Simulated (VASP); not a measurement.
Input of a VASP 6.6.1 run:

The input INCAR:

```
SYSTEM = TePb
ALGO = Normal ; EDIFF = 1E-7
ENCUT = 520 ; GGA = PS
ISIF = 2 ; ISMEAR = 0
LASPH = .True. ; LCHARG = .True.
LELF = .True. ; LREAL = .False.
LVHAR = .True. ; LWAVE = .False.
NBANDS = 17 ; NELM = 100
PREC = Accurate ; SIGMA = 0.01
```

Contents of KPOINTS:

```
k-points
0
Gamma
  6 6 6
  0 0 0
```

File POSCAR:

```
TePb
1.0
    0.0000000000      3.2310000000      3.2310000000
    3.2310000000      0.0000000000      3.2310000000
    3.2310000000      3.2310000000      0.0000000000
Te Pb
1 1
Direct
    0.5154750851      0.4845249149      0.5154750851
    0.0000000000      0.0000000000      0.0000000000
```

Potentials or basis: VASP PAW PBE potentials, release 64 (Te, Pb_d).

Run with:

```sh
$ cat potpaw_PBE.64/Te/POTCAR potpaw_PBE.64/Pb_d/POTCAR > POTCAR
$ mpirun -np 1 vasp_std > vasp.out
```

Q: What does it give for the band gap on the k mesh?

A: 0.73 eV, direct.

Q: What does it give for the pressure?

A: -0.3 GPa.

Stress tensor (GPa, compression positive):
```
-0.42  0.00  0.00
 0.00 -0.04  0.00
 0.00  0.00 -0.42
```

Caveat: the PAW data sets were made with another functional, which shifts forces and pressure a little; spin-orbit coupling is left out, which moves the levels of the heavy elements. A k mesh can miss the band edges.
